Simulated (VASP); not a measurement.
# Si5Cl (P4/mmm) in VASP: a series of runs

Runs on Si5Cl. Level: PBE. Tasks: single point, relaxation of cell and atoms.

All numbers are computed with VASP 6.6.1; they aren't measurements. Logs are shortened: lines on timing, memory, paths and dates and some standing lists are left out, and cuts for length are marked.

## Step 1: The cell of the first run

It takes space group P4/mmm (No. 123, tetragonal). The conventional cell has a = 3.690 Å, b = 3.690 Å, c = 8.652 Å, α = 90.00°, β = 90.00°, γ = 90.00°. Within 2.0 Å of Si (site symmetry 4mm) lie 1 Si at 1.50 Å. Within 2.0 Å of Si (site symmetry 4mm) lie 2 Si at 1.50 to 1.64 Å. Si (site symmetry 4/mmm) has 2 Si at 1.64 Å within 2.2 Å. Cl (site symmetry 4/mmm) has 12 Si at 2.61 to 3.08 Å within 3.4 Å.

The cell was built from a structure type or drawn by symmetry, and may not be a known phase.

## Step 2: Single point, PBE

INCAR reads:

```
PREC = Accurate
ENCUT = 520
EDIFF = 1E-6
ISMEAR = 0
SIGMA = 0.1
LREAL = F
LASPH = T
NELM = 60
ALGO = Normal
ISIF = 2
LWAVE = F
LCHARG = T
GGA = PE
LELF = T
LVHAR = T
NBANDS = 22
```

KPOINTS reads:

```
Automatic mesh
0
Gamma
  6 6 2
```

POSCAR reads:

```
Si5Cl
1.0
    3.6903173200      0.0000000000      0.0000000000
    0.0000000000      3.6903173200      0.0000000000
    0.0000000000      0.0000000000      8.6516197500
Si Cl
5 1
Direct
    0.0000000000      0.0000000000      0.8628339600
    0.0000000000      0.0000000000      0.1371660400
    0.0000000000      0.0000000000      0.6893285700
    0.0000000000      0.0000000000      0.3106714300
    0.0000000000      0.0000000000      0.5000000000
    0.5000000000      0.5000000000      0.5000000000
```

Potentials or basis: VASP PAW PBE potentials, release 64 (Si, Cl).

The run is started by

```bash
> cat potpaw_PBE.64/Si/POTCAR potpaw_PBE.64/Cl/POTCAR > POTCAR
> mpirun -np 1 vasp_std > vasp.out
```

OUTCAR:

```text
PREC = Accurate
   ENCUT = 520
   EDIFF = 1E-6
   ISMEAR = 0
   LREAL = F
   LASPH = T
   NELM = 60
   ISIF = 2
   GGA = PE

 ion  position               nearest neighbor table
   1  0.000  0.000  0.863-   3 1.50   2 2.37   5 3.14
   2  0.000  0.000  0.137-   4 1.50   1 2.37   5 3.14
   3  0.000  0.000  0.689-   1 1.50   5 1.64
   4  0.000  0.000  0.311-   2 1.50   5 1.64
   5  0.000  0.000  0.500-   3 1.64   4 1.64   6 2.61   6 2.61   6 2.61   6 2.61   1 3.14   2 3.14

   6  0.500  0.500  0.500-   5 2.61   5 2.61   5 2.61   5 2.61

 -----------------------------------------------------------------------------
|                                                                             |
|           W    W    AA    RRRRR   N    N  II  N    N   GGGG   !!!           |
|           W    W   A  A   R    R  NN   N  II  NN   N  G    G  !!!           |
|           W    W  A    A  R    R  N N  N  II  N N  N  G       !!!           |
|           W WW W  AAAAAA  RRRRR   N  N N  II  N  N N  G  GGG   !            |
|           WW  WW  A    A  R   R   N   NN  II  N   NN  G    G                |
|           W    W  A    A  R    R  N    N  II  N    N   GGGG   !!!           |
|                                                                             |
|     The distance between some ions is very small. Please check the          |
|     nearest-neighbor list in the OUTCAR file.                               |
|     I HOPE YOU KNOW WHAT YOU ARE DOING!                                     |
|                                                                             |
 -----------------------------------------------------------------------------

  LATTYP: Found a simple tetragonal cell.
 ALAT       =     3.6903173200
 C/A-ratio  =     2.3444107918

  Lattice vectors:

 A1 = (   3.6903173200,   0.0000000000,   0.0000000000)
 A2 = (   0.0000000000,   3.6903173200,   0.0000000000)
 A3 = (   0.0000000000,   0.0000000000,   8.6516197500)

Analysis of symmetry for initial positions (statically):
=====================================================================
 Subroutine PRICEL returns:
 Original cell was already a primitive cell.

 Routine SETGRP: Setting up the symmetry group for a
 simple tetragonal supercell.

 Subroutine GETGRP returns: Found 16 space group operations
 (whereof 16 operations were pure point group operations)
 out of a pool of 16 trial point group operations.

The static configuration has the point symmetry D_4h.

Analysis of symmetry for dynamics (positions and initial velocities):
=====================================================================
 Subroutine PRICEL returns:
 Original cell was already a primitive cell.

 Routine SETGRP: Setting up the symmetry group for a
 simple tetragonal supercell.

 Subroutine GETGRP returns: Found 16 space group operations
 (whereof 16 operations were pure point group operations)
 out of a pool of 16 trial point group operations.

The dynamic configuration has the point symmetry D_4h.

 Subroutine INISYM returns: Found 16 space group operations
 (whereof 16 operations are pure point group operations),
 and found     1 'primitive' translations

----------------------------------------------------------------------------------------

                                     Primitive cell

  volume of cell :     117.8216

  direct lattice vectors                    reciprocal lattice vectors
     3.690317320  0.000000000  0.000000000     0.270979407  0.000000000  0.000000000
     0.000000000  3.690317320  0.000000000     0.000000000  0.270979407  0.000000000
     0.000000000  0.000000000  8.651619750     0.000000000  0.000000000  0.115585293

  length of vectors
     3.690317320  3.690317320  8.651619750     0.270979407  0.270979407  0.115585293

  position of ions in fractional coordinates (direct lattice)
     0.000000000  0.000000000  0.862833960
     0.000000000  0.000000000  0.137166040
     0.000000000  0.000000000  0.689328570
     0.000000000  0.000000000  0.310671430
     0.000000000  0.000000000  0.500000000
     0.500000000  0.500000000  0.500000000

  ion indices of the primitive-cell ions
   primitive index   ion index
                 1           1
                 2           2
                 3           3
                 4           4
                 5           5
                 6           6

----------------------------------------------------------------------------------------

 KPOINTS: Automatic mesh

Automatic generation of k-mesh.
 Grid dimensions read from file:
 generate k-points for:    6    6    2

 Generating k-lattice:

  Cartesian coordinates                     Fractional coordinates (reciprocal lattice)
     0.045163235  0.000000000  0.000000000     0.166666667  0.000000000  0.000000000
     0.000000000  0.045163235  0.000000000     0.000000000  0.166666667  0.000000000
     0.000000000  0.000000000  0.057792646     0.000000000  0.000000000  0.500000000

  Length of vectors
     0.045163235  0.045163235  0.057792646

  Shift w.r.t. Gamma in fractional coordinates (k-lattice)
     0.000000000  0.000000000  0.000000000

 Subroutine IBZKPT returns following result:
 ===========================================

 Found     20 irreducible k-points:

 Following reciprocal coordinates:
            Coordinates               Weight
  0.000000  0.000000  0.000000      1.000000
  0.166667  0.000000  0.000000      4.000000
  0.333333  0.000000  0.000000      4.000000
  0.500000  0.000000  0.000000      2.000000
  0.166667  0.166667  0.000000      4.000000
  0.333333  0.166667  0.000000      8.000000
[... 12 lines left out ...]
  0.500000  0.333333  0.500000      4.000000
  0.500000  0.500000  0.500000      1.000000
   k-points           NKPTS =     20   k-points in BZ     NKDIM =     20   number of bands    NBANDS=     22
   number of dos      NEDOS =    301   number of ions     NIONS =      6
   total plane-waves  NPLWV =  50176
   dimension x,y,z NGX =    28 NGY =   28 NGZ =   64
   dimension x,y,z NGXF=    56 NGYF=   56 NGZF=  128
   ions per type =               5   1
   NGX,Y,Z   is equivalent  to a cutoff of  12.61, 12.61, 12.30 a.u.
   NGXF,Y,Z  is equivalent  to a cutoff of  25.23, 25.23, 24.60 a.u.
 SYSTEM =  unknown system
   PREC   = accura    normal or accurate (medium, high low for compatibility)
   ISTART =      0    job   : 0-new  1-cont  2-samecut
   ICHARG =      2    charge: 1-file 2-atom 10-const
   ISPIN  =      1    spin polarized calculation?
   LNONCOLLINEAR =      F non collinear calculations
   LSORBIT =      F    spin-orbit coupling
   LASPH  =      T    aspherical Exc in radial PAW
   ENCUT  =  520.0 eV  38.22 Ry    6.18 a.u.   6.86  6.86 16.09*2*pi/ulx,y,z
   NELM   =     60;   NELMIN=  2; NELMDL= -5     # of ELM steps
   EDIFF  = 0.1E-05   stopping-criterion for ELM
   LREAL  =      F    real-space projection
   EDIFFG = 0.1E-04   stopping-criterion for IOM
   NSW    =      0    number of steps for IOM
   IBRION =     -1    ionic relax: 0-MD 1-quasi-New 2-CG
   NFREE  =      0    steps in history (QN), initial steepest desc. (CG)
   ISIF   =      2    stress and relaxation
   ISYM   =      2    0-nonsym 1-usesym 2-fastsym
   POTIM  = 0.5000    time-step for ionic-motion
   TEBEG  =    0.0;   TEEND  =   0.0 temperature during run
   PSTRESS=    0.0 pullay stress
   NELECT =      27.0000    total number of electrons
   NUPDOWN=      -1.0000    fix difference up-down
   EMIN   =  10.00;   EMAX   =-10.00  energy-range for DOS
   EFERMI =   0.00;   METHOD = LEGACY
   ISMEAR =     0;   SIGMA  =   0.10  broadening in eV -4-tet -1-fermi 0-gaus
   EFERMI_NEDOS =   21; number of points for ismear=-14 and -15
   IALGO  =     38    algorithm
   IMIX   =      4    mixing-type and parameters
     AMIX     =   0.40;   BMIX     =  1.00
     AMIX_MAG =   1.60;   BMIX_MAG =  1.00
  volume/ion in A,a.u.               =      19.64       132.52
  Fermi-wavevector in a.u.,A,eV,Ry     =   1.001816  1.893157 13.655277  1.003635
  Thomas-Fermi vector in A             =   2.134262
   LORBIT       =      0    0 simple, 1 ext, 2 COOP (PROOUT), +10 PAW based schemes
   GGA     = PE    functional components
   LHFCALC =     F    Hartree Fock is set to
   AEXX    =    0.0000 exact exchange contribution
   IVDW    =     0    specifies the selected vdW correction
   LEPSILON=     F    determine dielectric tensor
   LRPA    =     F    only Hartree local field effects (RPA)
 non-spin polarized calculation
 Gauss-broadening in eV      SIGMA  =   0.10
  energy-cutoff  :      520.00
  volume of cell :      117.82
 maximum number of plane-waves:      3232
 NGX is ok and might be reduce to    28
   NGX = 13   NGY = 13   NGZ = 33

 number of electron      26.9999997 magnetization

 Free energy of the ion-electron system (eV)
  ---------------------------------------------------
  ext. energy  EPLUGINS =         0.00000000
  ---------------------------------------------------
  free energy    TOTEN  =         6.27982290 eV

  energy without entropy =        6.28775337  energy(sigma->0) =        6.28378813

 E-fermi :   5.3943     XC(G=0):  -9.1561

 val. band max:        5.3433332690   @ k =   0.3333   0.3333   0.0000
 cond. band min:       5.4656346908   @ k =   0.3333   0.1667   0.5000
 fundamental gap:      0.1223014218
 Fermi energy:         5.3942879632

 k-point     1 :       0.0000    0.0000    0.0000
  band No.  band energies     occupation
      1     -12.1380      2.00000
      2      -6.1989      2.00000
      3      -5.5376      2.00000
      4      -3.8211      2.00000
      5      -0.8526      2.00000
      6      -0.5962      2.00000
[... 14 lines left out ...]
     21      10.4260      0.00000
     22      10.7427      0.00000

 k-point     2 :       0.1667    0.0000    0.0000
  band No.  band energies     occupation
      1     -11.9973      2.00000
      2      -6.3860      2.00000
      3      -5.3868      2.00000
      4      -4.0152      2.00000
      5      -0.7093      2.00000
      6      -0.3942      2.00000
[... 14 lines left out ...]
     21       9.8731      0.00000
     22      11.0827      0.00000

 k-point     3 :       0.3333    0.0000    0.0000
  band No.  band energies     occupation
      1     -11.6691      2.00000
      2      -6.9557      2.00000
      3      -5.0342      2.00000
      4      -4.0721      2.00000
      5      -0.3819      2.00000
      6       0.1365      2.00000
[... 14 lines left out ...]
     21      10.9744      0.00000
     22      11.3189      0.00000

 k-point     4 :       0.5000    0.0000    0.0000
  band No.  band energies     occupation
      1     -11.4708      2.00000
      2      -7.3159      2.00000
      3      -4.8205      2.00000
      4      -3.9818      2.00000
      5      -0.2430      2.00000
      6       0.1904      2.00000
[... 14 lines left out ...]
     21      10.8028      0.00000
     22      11.4478      0.00000

 k-point     5 :       0.1667    0.1667    0.0000
  band No.  band energies     occupation
      1     -11.8669      2.00000
      2      -6.4947      2.00000
      3      -5.2407      2.00000
      4      -4.0020      2.00000
      5      -1.2745      2.00000
      6      -0.5660      2.00000
[... 317 lines left out ...]
 k-point    18 :       0.3333    0.3333    0.5000
  band No.  band energies     occupation
      1     -11.3451      2.00000
      2      -6.6390      2.00000
      3      -5.0586      2.00000
      4      -2.5109      2.00000
      5      -2.2760      2.00000
      6      -1.4252      2.00000
[... 14 lines left out ...]
     21      11.2866      0.00000
     22      11.3500      0.00000

 k-point    19 :       0.5000    0.3333    0.5000
  band No.  band energies     occupation
      1     -11.2215      2.00000
      2      -6.5879      2.00000
      3      -4.8807      2.00000
      4      -2.5195      2.00000
      5      -2.1711      2.00000
      6      -1.5553      2.00000
[... 14 lines left out ...]
     21      10.8904      0.00000
     22      11.4235      0.00000

 k-point    20 :       0.5000    0.5000    0.5000
  band No.  band energies     occupation
      1     -11.1301      2.00000
      2      -6.2522      2.00000
      3      -4.7170      2.00000
      4      -2.6778      2.00000
      5      -2.6778      2.00000
      6      -2.0110      2.00000
[... 14 lines left out ...]
     21      11.0239      0.00000
     22      11.0239      0.00000

------------------------ aborting loop because EDIFF is reached ----------------------------------------

  FORCE on cell =-STRESS in cart. coord.  units (eV):
  Direction    XX          YY          ZZ          XY          YZ          ZX
  --------------------------------------------------------------------------------------
  -------------------------------------------------------------------------------------
  Total        6.9911447      6.9911447    203.7654386      0.0000000      0.0000000     -0.0000000
  in kB       95.0679282     95.0679282   2770.8706959      0.0000000      0.0000000     -0.0000000
  external PRESSURE =     987.0021841 kB  Pullay stress =       0.0000000 kB

 VOLUME and BASIS-vectors are now :
 -----------------------------------------------------------------------------
  energy-cutoff  :      520.00
  volume of cell :      117.82
      direct lattice vectors                 reciprocal lattice vectors
     3.690317320  0.000000000  0.000000000     0.270979407  0.000000000  0.000000000
     0.000000000  3.690317320  0.000000000     0.000000000  0.270979407  0.000000000
     0.000000000  0.000000000  8.651619750     0.000000000  0.000000000  0.115585293

 POSITION                                       TOTAL-FORCE (eV/Angst)
 -----------------------------------------------------------------------------------
      0.00000      0.00000      7.46491        -0.000000     -0.000000     40.207572
      0.00000      0.00000      1.18671         0.000000     -0.000000    -40.207572
      0.00000      0.00000      5.96381         0.000000      0.000000    -11.941767
      0.00000      0.00000      2.68781         0.000000      0.000000     11.941767
      0.00000      0.00000      4.32581         0.000000      0.000000      0.000000
      1.84516      1.84516      4.32581         0.000000      0.000000      0.000000
 -----------------------------------------------------------------------------------
    total drift:                                0.000000      0.000000      0.000000

  FREE ENERGIE OF THE ION-ELECTRON SYSTEM (eV)
  ---------------------------------------------------
  free  energy   TOTEN  =         6.2798228973 eV

  energy  without entropy=        6.2877533703  energy(sigma->0) =        6.28378813
```

Wall time 31 s (1 thread of AMD EPYC 9R45 (Zen 5), shared host); peak memory 0.19 GiB.

Results:

```
Free energy            : 6.2798 eV
Pressure               : 98.7 GPa
Largest force          : 40.208 eV/Å
Band gap on the k mesh : zero (an odd number of electrons rules out a gap without spin polarisation)
```

Forces in eV/Å, atoms in the order of the input:
```
Si    0.000   0.000  40.208
Si    0.000   0.000 -40.208
Si    0.000   0.000 -11.942
Si    0.000   0.000  11.942
Si    0.000   0.000   0.000
Cl    0.000   0.000   0.000
```

Levels at points of the mesh, in eV from the Fermi level:
| k point | band 9 | band 10 | band 11 | band 12 | band 13 | band 14 | band 15 | band 16 | band 17 | band 18 |
| --- | --- | --- | --- | --- | --- | --- | --- | --- | --- | --- |
| (0.00, 0.00, 0.00) | -3.07 | -0.81 | -0.81 | -0.80 | -0.80 | 1.81 | 1.81 | 1.99 | 2.71 | 3.65 |
| (0.50, 0.00, 0.00) | -4.35 | -3.16 | -2.37 | -2.12 | -1.99 | -0.36 | 0.58 | 2.47 | 3.04 | 3.55 |
| (0.50, 0.50, 0.00) | -3.80 | -3.16 | -3.16 | -2.95 | -2.95 | 1.36 | 1.36 | 1.96 | 1.96 | 3.02 |
| (0.00, 0.00, 0.50) | -2.56 | -1.15 | -1.15 | -0.41 | -0.41 | 1.53 | 2.02 | 2.41 | 2.41 | 2.71 |
| (0.50, 0.00, 0.50) | -3.62 | -3.11 | -2.89 | -2.34 | -0.98 | -0.69 | 1.01 | 1.31 | 2.65 | 3.31 |
| (0.50, 0.50, 0.50) | -3.63 | -3.63 | -2.58 | -2.11 | -2.11 | 0.12 | 0.12 | 2.54 | 2.54 | 3.42 |

Caveat: the k points lie up to 0.36 Å⁻¹ apart, too coarse for converged energies and pressures of a metal; atoms lie so close that the PAW spheres overlap strongly, which falsifies energies and pressures; an odd number of electrons without spin polarisation forces a metal; a magnetic or distorted state may lie lower.

[end of part 1 of 3]
